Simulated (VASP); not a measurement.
Crystal: Cd4Te.

```
CELL_PARAMETERS angstrom
-3.17210 3.17210 3.17210
3.17210 -3.17210 3.17210
3.17210 3.17210 -3.17210
ATOMIC_POSITIONS crystal
Cd 0.00000 0.00000 0.50000
Cd 0.00000 0.50000 0.00000
Cd 0.50000 0.00000 0.00000
Cd 0.50000 0.50000 0.50000
Te 0.00000 0.00000 0.00000
```

```yaml
Program: VASP 6.6.1
Task: relaxation of cell and atoms
Functional: PBE
Potentials_or_basis: VASP PAW PBE potentials, release 64 (Cd, Te)
Cutoff: 600 eV
k_mesh: 4 × 4 × 4
Occupations: gaussian, width 0.1 eV
Spin: no spin polarisation
```

At the start: pressure 12.4 GPa; volume 25.53 Å³/atom.

Question: How do energy, volume and symmetry change on relaxing?

Answer: Over 3 steps the energy falls by 257.5 meV/atom and the volume is 34.13 Å³/atom (+33.7 %); space group Im-3m (No. 229, to 0.05 Å).

Step by step:
| step | energy change (eV) | largest force (eV/Å) | pressure (GPa) | volume (Å³) |
| --- | --- | --- | --- | --- |
| 1 | 0.0000 | 0.0000 | 12.37 | 127.67 |
| 2 | -1.2842 | 0.0000 | 0.36 | 167.69 |
| 3 | -1.2876 | 0.0000 | 0.03 | 170.66 |

Final structure:
```yaml
crystal:
  lattice:
    - [-3.49429, 3.49429, 3.49429]
    - [3.49429, -3.49429, 3.49429]
    - [3.49429, 3.49429, -3.49429]
  atoms:
    - { symbol: Cd, position: [0.00000, 0.00000, 0.50000] }
    - { symbol: Cd, position: [0.00000, 0.50000, 0.00000] }
    - { symbol: Cd, position: [0.50000, 0.00000, 0.00000] }
    - { symbol: Cd, position: [0.50000, 0.50000, 0.50000] }
    - { symbol: Te, position: [0.00000, 0.00000, 0.00000] }
```

Caveat: the volume moved by over 15 % at a fixed basis, so the end points are rough.
